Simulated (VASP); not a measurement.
# MoSe3 (P-62m) in VASP: notebook

Runs on MoSe3. Level: PBE. Tasks: relaxation of shape and atoms at fixed volume.

Program: VASP 6.6.1. These are calculated values, not measurements. Logs are shortened: lines on timing, memory, paths and dates and some standing lists are left out, and cuts for length are marked.

## 1. The cell of the first run

It takes space group P-62m (No. 189, hexagonal). Conventional cell: a = 6.857 Å, b = 6.857 Å, c = 3.034 Å, α = 90.00°, β = 90.00°, γ = 120.00°. Mo (site symmetry -62m) has 6 Se at 2.53 Å and 2 Mo at 3.03 Å within 3.3 Å. Se (site symmetry m2m) has 2 Mo at 2.53 Å and 2 Se at 3.03 Å within 3.3 Å.

## 2. Relaxation of shape and atoms at fixed volume, PBE (30.88 Å³/atom)

File INCAR:

```
PREC = Accurate
ENCUT = 600
EDIFF = 1E-6
ISMEAR = 0
SIGMA = 0.1
LREAL = F
LASPH = T
NELM = 80
ALGO = Normal
ISIF = 4
LWAVE = F
LCHARG = F
GGA = PE
IBRION = 2
NSW = 50
EDIFFG = -0.01
```

File KPOINTS:

```
regular mesh
0
Gamma
  6 6 12
```

File POSCAR:

```
MoSe3
1.0
    6.8565775854      0.0000000000      0.0000000000
   -3.4282887927      5.9379703720      0.0000000000
    0.0000000000      0.0000000000      3.0335288251
Mo Se
1 3
Direct
    0.0000000000      0.0000000000      0.0000000000
    0.2949128156      0.0000000000      0.5000000000
    0.0000000000      0.2949128156      0.5000000000
    0.7050871844      0.7050871844      0.5000000000
```

Potentials or basis: VASP PAW PBE potentials, release 64 (Mo_sv, Se).

Launch:

```
cat potpaw_PBE.64/Mo_sv/POTCAR potpaw_PBE.64/Se/POTCAR > POTCAR
mpirun -np 1 vasp_std > vasp.out
```

OUTCAR:

```text
PREC = Accurate
   ENCUT = 600
   EDIFF = 1E-6
   ISMEAR = 0
   LREAL = F
   LASPH = T
   NELM = 80
   ISIF = 4
   GGA = PE
   IBRION = 2
   NSW = 50
   EDIFFG = -0.01

 ion  position               nearest neighbor table
   1  0.000  0.000  0.000-   2 2.53   2 2.53   4 2.53   3 2.53   3 2.53   4 2.53
   2  0.295  0.000  0.500-   1 2.53   1 2.53
   3  0.000  0.295  0.500-   1 2.53   1 2.53
   4  0.705  0.705  0.500-   1 2.53   1 2.53

  LATTYP: Found a hexagonal cell.
 ALAT       =     6.8565775854
 C/A-ratio  =     0.4424260919

  Lattice vectors:

 A1 = (   6.8565775854,   0.0000000000,   0.0000000000)
 A2 = (  -3.4282887927,   5.9379703720,   0.0000000000)
 A3 = (   0.0000000000,   0.0000000000,   3.0335288251)

Analysis of symmetry for initial positions (statically):
=====================================================================
 Subroutine PRICEL returns:
 Original cell was already a primitive cell.

 Routine SETGRP: Setting up the symmetry group for a
 hexagonal supercell.

 Subroutine GETGRP returns: Found 12 space group operations
 (whereof 12 operations were pure point group operations)
 out of a pool of 24 trial point group operations.

The static configuration has the point symmetry D_3h.

Analysis of symmetry for dynamics (positions and initial velocities):
=====================================================================
 Subroutine PRICEL returns:
 Original cell was already a primitive cell.

 Routine SETGRP: Setting up the symmetry group for a
 hexagonal supercell.

 Subroutine GETGRP returns: Found 12 space group operations
 (whereof 12 operations were pure point group operations)
 out of a pool of 24 trial point group operations.

The dynamic configuration has the point symmetry D_3h.

 Subroutine INISYM returns: Found 12 space group operations
 (whereof 12 operations are pure point group operations),
 and found     1 'primitive' translations

----------------------------------------------------------------------------------------

                                     Primitive cell

  volume of cell :     123.5076

  direct lattice vectors                    reciprocal lattice vectors
     6.856577585  0.000000000  0.000000000     0.145845356  0.084203856  0.000000000
    -3.428288793  5.937970372  0.000000000     0.000000000  0.168407711  0.000000000
     0.000000000  0.000000000  3.033528825     0.000000000  0.000000000  0.329649085

  length of vectors
     6.856577585  6.856577585  3.033528825     0.168407711  0.168407711  0.329649085

  position of ions in fractional coordinates (direct lattice)
     0.000000000  0.000000000  0.000000000
     0.294912816  0.000000000  0.500000000
     0.000000000  0.294912816  0.500000000
     0.705087184  0.705087184  0.500000000

  ion indices of the primitive-cell ions
   primitive index   ion index
                 1           1
                 2           2
                 3           3
                 4           4

----------------------------------------------------------------------------------------

 KPOINTS: regular mesh

Automatic generation of k-mesh.
 Grid dimensions read from file:
 generate k-points for:    6    6   12

 Generating k-lattice:

  Cartesian coordinates                     Fractional coordinates (reciprocal lattice)
     0.024307559  0.014033976  0.000000000     0.166666667  0.000000000  0.000000000
     0.000000000  0.028067952  0.000000000     0.000000000  0.166666667  0.000000000
     0.000000000  0.000000000  0.027470757     0.000000000  0.000000000  0.083333333

  Length of vectors
     0.028067952  0.028067952  0.027470757

  Shift w.r.t. Gamma in fractional coordinates (k-lattice)
     0.000000000  0.000000000  0.000000000

 Subroutine IBZKPT returns following result:
 ===========================================

 Found     49 irreducible k-points:

 Following reciprocal coordinates:
            Coordinates               Weight
  0.000000  0.000000  0.000000      1.000000
  0.166667  0.000000  0.000000      6.000000
  0.333333  0.000000  0.000000      6.000000
  0.500000  0.000000  0.000000      3.000000
  0.166667  0.166667  0.000000      6.000000
  0.333333  0.166667  0.000000     12.000000
[... 16 lines left out ...]
  0.166667  0.000000  0.250000     12.000000
  0.333333  0.000000  0.250000     12.000000
 [... further k-points ...]
   k-points           NKPTS =     49   k-points in BZ     NKDIM =     49   number of bands    NBANDS=     20
   number of dos      NEDOS =    301   number of ions     NIONS =      4
   total plane-waves  NPLWV =  75264
   dimension x,y,z NGX =    56 NGY =   56 NGZ =   24
   dimension x,y,z NGXF=   112 NGYF=  112 NGZF=   48
   ions per type =               1   3
   NGX,Y,Z   is equivalent  to a cutoff of  13.58, 13.58, 13.15 a.u.
   NGXF,Y,Z  is equivalent  to a cutoff of  27.16, 27.16, 26.31 a.u.
 SYSTEM =  unknown system
   PREC   = accura    normal or accurate (medium, high low for compatibility)
   ISTART =      0    job   : 0-new  1-cont  2-samecut
   ICHARG =      2    charge: 1-file 2-atom 10-const
   ISPIN  =      1    spin polarized calculation?
   LNONCOLLINEAR =      F non collinear calculations
   LSORBIT =      F    spin-orbit coupling
   LASPH  =      T    aspherical Exc in radial PAW
   ENCUT  =  600.0 eV  44.10 Ry    6.64 a.u.  13.69 13.69  6.06*2*pi/ulx,y,z
   NELM   =     80;   NELMIN=  2; NELMDL= -5     # of ELM steps
   EDIFF  = 0.1E-05   stopping-criterion for ELM
   LREAL  =      F    real-space projection
   EDIFFG = -.1E-01   stopping-criterion for IOM
   NSW    =     50    number of steps for IOM
   IBRION =      2    ionic relax: 0-MD 1-quasi-New 2-CG
   NFREE  =      1    steps in history (QN), initial steepest desc. (CG)
   ISIF   =      4    stress and relaxation
   ISYM   =      2    0-nonsym 1-usesym 2-fastsym
   POTIM  = 0.5000    time-step for ionic-motion
   TEBEG  =    0.0;   TEEND  =   0.0 temperature during run
   PSTRESS=    0.0 pullay stress
   NELECT =      32.0000    total number of electrons
   NUPDOWN=      -1.0000    fix difference up-down
   EMIN   =  10.00;   EMAX   =-10.00  energy-range for DOS
   EFERMI =   0.00;   METHOD = LEGACY
   ISMEAR =     0;   SIGMA  =   0.10  broadening in eV -4-tet -1-fermi 0-gaus
   EFERMI_NEDOS =   21; number of points for ismear=-14 and -15
   IALGO  =     38    algorithm
   IMIX   =      4    mixing-type and parameters
     AMIX     =   0.40;   BMIX     =  1.00
     AMIX_MAG =   1.60;   BMIX_MAG =  1.00
  volume/ion in A,a.u.               =      30.88       208.37
  Fermi-wavevector in a.u.,A,eV,Ry     =   1.043663  1.972237 14.819909  1.089233
  Thomas-Fermi vector in A             =   2.178382
   LORBIT       =      0    0 simple, 1 ext, 2 COOP (PROOUT), +10 PAW based schemes
   GGA     = PE    functional components
   LHFCALC =     F    Hartree Fock is set to
   AEXX    =    0.0000 exact exchange contribution
   IVDW    =     0    specifies the selected vdW correction
   LEPSILON=     F    determine dielectric tensor
   LRPA    =     F    only Hartree local field effects (RPA)
 conjugate gradient relaxation of ions
 non-spin polarized calculation
 Gauss-broadening in eV      SIGMA  =   0.10
  energy-cutoff  :      600.00
  volume of cell :      123.51
 maximum number of plane-waves:      4158
 NGX is ok and might be reduce to    56
   NGX = 27   NGY = 27   NGZ = 13

--------------------------------------- Ionic step        1  -------------------------------------------

 number of electron      31.9999999 magnetization

 Free energy of the ion-electron system (eV)
  ---------------------------------------------------
  ext. energy  EPLUGINS =         0.00000000
  ---------------------------------------------------
  free energy    TOTEN  =       -22.57662662 eV

  energy without entropy =      -22.56499429  energy(sigma->0) =      -22.57081045

------------------------ aborting loop because EDIFF is reached ----------------------------------------

  FORCE on cell =-STRESS in cart. coord.  units (eV):
  Direction    XX          YY          ZZ          XY          YZ          ZX
  --------------------------------------------------------------------------------------
  -------------------------------------------------------------------------------------
  Total       -1.2042411     -1.2042411     -1.7850039      0.0000000      0.0000000      0.0000000
  in kB      -15.6217791    -15.6217791    -23.1556084      0.0000000      0.0000000      0.0000000
  external PRESSURE =     -18.1330555 kB  Pullay stress =       0.0000000 kB
[... 137 lines left out ...]
  energy  without entropy=      -22.5816087201  energy(sigma->0) =      -22.58760961

--------------------------------------- Ionic step        5  -------------------------------------------

 number of electron      32.0000001 magnetization

 Free energy of the ion-electron system (eV)
  ---------------------------------------------------
  ext. energy  EPLUGINS =         0.00000000
  ---------------------------------------------------
  free energy    TOTEN  =       -22.59371070 eV

  energy without entropy =      -22.58167996  energy(sigma->0) =      -22.58769533

 E-fermi :   2.1677     XC(G=0):  -8.2330

 val. band max:        2.1481678714   @ k =   0.5000   0.0000   0.4167
 cond. band min:       2.1735164916   @ k =   0.3333   0.0000   0.5000
 fundamental gap:      0.0253486202
 Fermi energy:         2.1676961770

 k-point     1 :       0.0000    0.0000    0.0000
  band No.  band energies     occupation
      1     -59.4353      2.00000
      2     -33.5772      2.00000
      3     -33.5772      2.00000
      4     -33.3005      2.00000
      5     -11.8202      2.00000
      6     -10.9168      2.00000
[... 12 lines left out ...]
     19       4.0309      0.00000
[... 513 lines left out ...]
      4     -33.5217      2.00000
      5     -10.9576      2.00000
      6     -10.5016      2.00000
[... 12 lines left out ...]
     19       3.7666      0.00000
     20       4.5017      0.00000

 [... further k-points ...]

------------------------ aborting loop because EDIFF is reached ----------------------------------------

  FORCE on cell =-STRESS in cart. coord.  units (eV):
  Direction    XX          YY          ZZ          XY          YZ          ZX
  --------------------------------------------------------------------------------------
  -------------------------------------------------------------------------------------
  Total       -0.1189988     -0.1189988     -0.0770770      0.0000000      0.0000000      0.0000000
  in kB       -1.5436888     -1.5436888     -0.9998655      0.0000000      0.0000000      0.0000000
  external PRESSURE =      -1.3624144 kB  Pullay stress =       0.0000000 kB
[... 19 lines left out ...]
  FREE ENERGIE OF THE ION-ELECTRON SYSTEM (eV)
  ---------------------------------------------------
  free  energy   TOTEN  =       -22.5937106952 eV

  energy  without entropy=      -22.5816799649  energy(sigma->0) =      -22.58769533

 reached required accuracy - stopping structural energy minimisation
```

Wall time 9.6 min (1 thread of Intel Xeon 8259CL, shared host); peak memory 0.37 GiB.

What came out:

| Property | Result |
| --- | --- |
| Free energy | -22.5937 eV |
| Energy gained by relaxing | 4.3 meV/atom |
| Ionic steps | 5 |
| Pressure after relaxing | -0.1 GPa |
| Band gap on the k mesh | zero (bands 16 and 17 overlap by 0.12 eV) |

Step by step:
```
step  energy change (eV)  largest force (eV/Å)  pressure (GPa)  volume (Å³)
   1              0.0000                0.3582           -1.81       123.51
   2             -0.0147                0.1244           -0.78       123.51
   3             -0.0170                0.0112           -0.19       123.51
   4             -0.0170                0.0187           -0.16       123.51
   5             -0.0171                0.0007           -0.14       123.51
```

Final structure:
```
Mo Se
1.0
     6.88738    0.00000    0.00000
    -3.44369    5.96465    0.00000
     0.00000    0.00000    3.00645
Mo Se
1 3
Direct
  0.00000 0.00000 0.00000
  0.29101 0.00000 0.50000
  0.00000 0.29101 0.50000
  0.70899 0.70899 0.50000
```

## 3. Relaxation of shape and atoms at fixed volume, PBE (32.04 Å³/atom)

This run uses another cell than the first one, of 32.04 Å³/atom.

File INCAR:

```
PREC     = Accurate       # precision mode
ENCUT    = 600            # plane-wave cutoff, eV
EDIFF    = 1E-6           # SCF threshold, eV
ISMEAR   = 0              # smearing method
SIGMA    = 0.1            # smearing width, eV
LREAL    = F              # projectors in reciprocal space
LASPH    = T              # aspherical terms in the spheres
NELM     = 80             # most SCF steps
ALGO     = Normal         # electronic algorithm
ISIF     = 4              # what is computed and relaxed
LWAVE    = F              # write WAVECAR
LCHARG   = F              # write CHGCAR
GGA      = PE             # functional
IBRION   = 2              # ionic algorithm
NSW      = 50             # ionic steps
EDIFFG   = -0.01          # ionic threshold
```

File KPOINTS:

```
Automatic mesh
0
Gamma
  6 6 12
```

File POSCAR:

```
MoSe3
1.0
    6.9743679649      0.0000000000      0.0000000000
   -3.4871839824      6.0399798329      0.0000000000
    0.0000000000      0.0000000000      3.0425660957
Mo Se
1 3
Direct
    0.0000000000      0.0000000000      0.0000000000
    0.2907368624      0.0000000000      0.5000000000
    0.0000000000      0.2907368624      0.5000000000
    0.7092631376      0.7092631376      0.5000000000
```

Potentials or basis: VASP PAW PBE potentials, release 64 (Mo_sv, Se).

Launch:

```
cat potpaw_PBE.64/Mo_sv/POTCAR potpaw_PBE.64/Se/POTCAR > POTCAR
mpirun -np 1 vasp_std > vasp.out
```

Wall time 9.9 min (1 thread of Intel Xeon 8259CL, shared host); peak memory 0.37 GiB.

Results (log left out):

```yaml
Free_energy: -22.5892 eV
Energy_gained_by_relaxing: 7.4 meV/atom
Ionic_steps: 5
Pressure_after_relaxing: -0.2 GPa
Band_gap_on_the_k_mesh: zero (bands 16 and 17 overlap by 0.08 eV)
```

Step by step:
| step | energy change (eV) | largest force (eV/Å) | pressure (GPa) | volume (Å³) |
| --- | --- | --- | --- | --- |
| 1 | 0.0000 | 0.4628 | -2.29 | 128.17 |
| 2 | -0.0252 | 0.1686 | -1.00 | 128.17 |
| 3 | -0.0294 | 0.0133 | -0.23 | 128.17 |
| 4 | -0.0294 | 0.0235 | -0.18 | 128.17 |
| 5 | -0.0296 | 0.0018 | -0.17 | 128.17 |

Final structure:
```xyz
4
Lattice="7.0165 0.0000 0.0000 -3.5082 6.0764 0.0000 0.0000 0.0000 3.0062" Properties=species:S:1:pos:R:3 pbc="T T T"
Mo   -3.5082    6.0764    0.0000
Se   -1.5037    6.0764    1.5031
Se   -1.0022    1.7359    1.5031
Se    2.5060    4.3405    1.5031
```

Levels at points of the mesh, in eV from the Fermi level:
| k point | band 13 | band 14 | band 15 | band 16 | band 17 | band 18 | band 19 | band 20 |
| --- | --- | --- | --- | --- | --- | --- | --- | --- |
| (0.00, 0.00, 0.00) | -1.93 | -1.55 | -1.44 | -1.44 | 1.47 | 1.82 | 1.82 | 3.89 |
| (0.50, 0.00, 0.00) | -1.57 | -1.45 | -1.45 | -1.32 | 1.34 | 1.39 | 1.52 | 3.86 |
| (0.00, 0.00, 0.50) | -2.55 | -0.47 | -0.47 | -0.34 | 0.11 | 0.11 | 1.90 | 3.72 |
| (0.50, 0.00, 0.50) | -2.46 | -0.97 | -0.73 | -0.11 | 0.05 | 0.10 | 1.94 | 3.68 |

The gap in the log of VASP goes by the Fermi energy; the results here count the filled bands.